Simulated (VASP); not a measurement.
A run of VASP 6.6.1 is set up as follows.

File INCAR:

```
SYSTEM = H17O8F
ALGO = Normal
EDIFF = 1E-7
ENCUT = 520
GGA = PE
ISIF = 2
ISMEAR = -1
IVDW = 12
LASPH = .True.
LCHARG = .False.
LREAL = Auto
LWAVE = .False.
NBANDS = 55
NELM = 80
PREC = Accurate
SIGMA = 0.05
```

File KPOINTS:

```
k-points
0
Gamma
  1 1 1
  0 0 0
```

The input POSCAR:

```
H17O8F
1.0
    6.4950650000      0.0000000000      0.0000000000
    0.0000000000      6.4950650000      0.0000000000
    0.0000000000      0.0000000000      6.4950650000
O H F
8 17 1
Direct
    0.5407798074     -0.0269435333      0.9933849777
    0.3985795369      0.7307856041      0.2590736197
    0.6575453825      0.4571008912      0.8753415093
    0.6628417114      0.7937718868      0.6236119269
    1.0233769793      0.3229528881      0.5276929484
    0.0178135246      0.9185435404      0.3547308610
    0.2205674616      0.6614098550      0.6373146381
    0.6312023051      0.3584875594      0.3341152090
    0.4235677395      0.0411389262      0.9351407569
    0.6034273714     -0.0877127481      0.8681822276
    0.3904502880      0.7391611939      0.4008427937
    0.4656304440      0.8215468205      0.1485743407
    0.7200543797      0.3901115693      0.9958175938
    0.6213640664      0.3335609420      0.7905540591
    0.7651655526      0.8533555861      0.5372078647
    0.7284145732      0.6584229719      0.6841809897
    0.8721544742      0.3249698040      0.5034283722
    1.0676259591      0.4508653878      0.5726963471
    0.0504690869      1.0565560160      0.3770247103
    0.1439246566      0.8603301122      0.2887730916
    0.2951933506      0.6356210446      0.7685219470
    0.1227547376      0.7812546911      0.6551589553
    0.5765146307      0.5063382738      0.3106358443
    0.5375465834      0.2880802579      0.2374880005
    0.1099450121      0.1758873853      0.6876913472
    0.1464650469      0.1030166750      0.8274743979
```

Potentials or basis: VASP PAW PBE potentials, release 64 (O, H, F).

Launch:

```sh
$ cat potpaw_PBE.64/O/POTCAR potpaw_PBE.64/H/POTCAR potpaw_PBE.64/F/POTCAR > POTCAR
$ mpirun -np 1 vasp_gam > vasp.out
```

(1) Estimate the pressure.

(2) Predict the band gap on the k mesh.

Answers

(1) -0.2 GPa.

(2) 4.43 eV.

Caveat: the k points lie up to 0.97 Å⁻¹ apart.
